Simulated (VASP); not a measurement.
Wanted: the native input for a VASP 6.6.1 run.

```yaml
Task: single point
Functional: PBEsol
Potentials_or_basis: VASP PAW PBE potentials, release 64 (Pt)
Cutoff: 520 eV
k_mesh: 15 × 15 × 15
Occupations: fermi-dirac, width 0.1 eV
Spin: no spin polarisation
Dipole_correction: no
Further_INCAR_settings: ALGO = Normal; EDIFF = 1e-06; NBANDS = 11
```

The structure of Pt lies in POSCAR:

```
Pt
1.0
    2.2755835305      0.0000000000      0.0000000000
    0.0000000000      2.2755835305      0.0000000000
    0.0000000000      0.0000000000      2.2755835305
Pt
1
Direct
    0.0000000000      0.0000000000      0.0000000000
```

This cell differs from its parent crystal: volume scaled by 0.68.

One way to write it, as run:

INCAR

```
SYSTEM = Pt
ALGO = Normal
EDIFF = 1E-6
ENCUT = 520
GGA = PS
ISIF = 2
ISMEAR = -1
LASPH = .True.
LCHARG = .False.
LREAL = .False.
LWAVE = .False.
NBANDS = 11
NELM = 60
PREC = Accurate
SIGMA = 0.1
```

KPOINTS

```
k-points
0
Gamma
  15 15 15
  0 0 0
```

Potentials or basis: VASP PAW PBE potentials, release 64 (Pt).

The run is started by

```sh
$ cat potpaw_PBE.64/Pt/POTCAR > POTCAR
$ mpirun -np 1 vasp_std > vasp.out
```

It gave:

- Pressure: 224.6 GPa
- Band gap on the k mesh: zero (band 5 reaches 20.60 eV, above the bottom of band 6 at 14.49 eV)

Caveat: the PAW data sets were made with another functional, which shifts forces and pressure a little; spin-orbit coupling is left out, which moves the levels of the heavy elements.

It took 9.2 s on 1 thread of Intel Xeon 6975P-C, with other jobs on the host, peak memory 0.13 GiB.
